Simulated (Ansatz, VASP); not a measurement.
One calculation of CsI, two programs

```
Cs I
1.0
     4.52057    0.00000    0.00000
     0.00000    4.52057    0.00000
     0.00000    0.00000    4.52057
Cs I
1 1
Direct
  0.00000 0.00000 0.00000
  0.50000 0.50000 0.50000
```

Change from the starting cell: volume scaled by 0.97.

Alike in both runs: task single point; functional PBE; k mesh 7 × 7 × 7; occupations fermi-dirac, width 0.01 eV; no spin polarisation.

|  | VASP | Ansatz |
| --- | --- | --- |
| version | VASP 6.6.1 | Ansatz 0.2.0 |
| potentials or method | VASP PAW PBE potentials, release 64 (Cs_sv, I), cutoff 500 eV | all-electron LAPW, scalar-relativistic |

VASP gave:

```
gap on the k mesh at the Fermi level (eV) : 4.01
pressure (GPa)                            : 1.2
```

Estimate Ansatz's values.

gap on the k mesh at the Fermi level (eV): 4.02; pressure (GPa): 1.2.

Ansatz ran all-electron here, and VASP with PAW potentials.

Neither program's run includes spin-orbit coupling.
